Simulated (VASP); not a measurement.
Input of a VASP 6.6.1 run:

The input INCAR:

```
SYSTEM = Mg12Cu
PREC     = Accurate       ! precision mode
ENCUT    = 520            ! plane-wave cutoff, eV
EDIFF    = 1E-7           ! SCF threshold, eV
ISMEAR   = -1             ! smearing method
SIGMA    = 0.05           ! smearing width, eV
LREAL    = .False.        ! projectors in reciprocal space
LASPH    = .True.         ! aspherical terms in the spheres
NELM     = 80             ! most SCF steps
ALGO     = Normal         ! electronic algorithm
ISIF     = 2              ! what is computed and relaxed
LWAVE    = .False.        ! write WAVECAR
LCHARG   = .True.         ! write CHGCAR
GGA      = PE             ! functional
IVDW     = 12             ! dispersion correction
LELF     = .True.         ! ELF
LVHAR    = .True.       
NBANDS   = 30             ! bands
```

File KPOINTS:

```
Automatic mesh
0
Gamma
  3 2 3
  0 0 0
```

POSCAR

```
Mg12Cu
1.0
    6.4200000000      0.0000000000      0.0000000000
   -4.8150000000      8.3398250000      0.0000000000
    0.0000000000      0.0000000000      5.2130400000
Mg Cu
12 1
Direct
    0.0437521945      0.0080897381      0.0119475392
    0.1428887258      0.2414154973      0.5407023541
   -0.0113643234      0.3195264889      0.0684863343
    0.2771913187      0.6106764830      0.4678262588
    0.0211409605      0.6448271996     -0.0184711800
    0.1269833792      0.8549813695      0.5022286420
    0.5020129548     -0.0271588433     -0.0181343324
    0.5395927809      0.1591685677      0.4662012952
    0.5167792863      0.3318054036     -0.0232520756
    0.6763759034      0.5407697404      0.4703760186
    0.5640938269      0.6762816966     -0.0212574621
    0.7096468524      0.9131401438      0.4905855317
   -0.1042121765      0.3962591541      0.6279138468
```

Potentials or basis: VASP PAW PBE potentials, release 64 (Mg, Cu).

The run is started by

```console
$ cat potpaw_PBE.64/Mg/POTCAR potpaw_PBE.64/Cu/POTCAR > POTCAR
$ mpirun -np 1 vasp_std > vasp.out
```

Problem. Estimate the dispersion energy per atom.

Solution. -0.305 eV.

Problem. What does it give for the largest force?

Solution. 0.299 eV/Å.

Problem. What does it give for the band gap on the k mesh?

Solution. Zero (an odd number of electrons rules out a gap without spin polarisation).

Problem. What does it give for the pressure?

Solution. -0.3 GPa.

Stress tensor (GPa, compression positive):
```
-0.18  0.85  1.01
 0.85  1.30 -0.48
 1.01 -0.48 -1.99
```

Caveat: the k points lie up to 0.40 Å⁻¹ apart, too coarse for converged energies and pressures of a metal.
